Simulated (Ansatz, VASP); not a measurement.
Two plane-wave programs on PdC3

```xyz
4
Lattice="-2.3344 2.3344 2.3344 2.3344 -2.3344 2.3344 2.3344 2.3344 -2.3344" Properties=species:S:1:pos:R:3 pbc="T T T"
Pd    0.0000    0.0000    0.0000
C     2.3344    0.0000    0.0000
C     0.0000    2.3344    0.0000
C     0.0000    0.0000    2.3344
```

Alike in both runs: task relaxation of cell and atoms; functional PBE; k mesh 6 × 6 × 6; occupations gaussian, width 0.1 eV; no spin polarisation.

|  | VASP | Ansatz |
| --- | --- | --- |
| version | VASP 6.6.1 | Ansatz 0.2.0 |
| potentials or method | VASP PAW PBE potentials, release 64 (Pd, C), cutoff 600 eV | scalar-relativistic, plane waves, PAW |
| valence electrons in the cell | 22 | 30 |

Ansatz gave:

```
gap on the k mesh at the Fermi level, each at its own relaxed structure (eV) : none
relaxed volume (Å³/atom)                                                     : 8.83
relaxed cell length with the largest relative difference (Å)                 : 3.581
```

Q: Which values does VASP return?

A: gap on the k mesh at the Fermi level, each at its own relaxed structure (eV): none; relaxed volume (Å³/atom): 8.83; relaxed cell length with the largest relative difference (Å): 3.580.

A gap of «none» marks a metal or a gap that the smearing closes. VASP's potentials hold 22 valence electrons a cell and Ansatz's 30, so a difference there can come from the potentials and not from the codes.

Noted on VASP's run: the volume moved by over 15 % at a fixed basis, so the end points are rough.
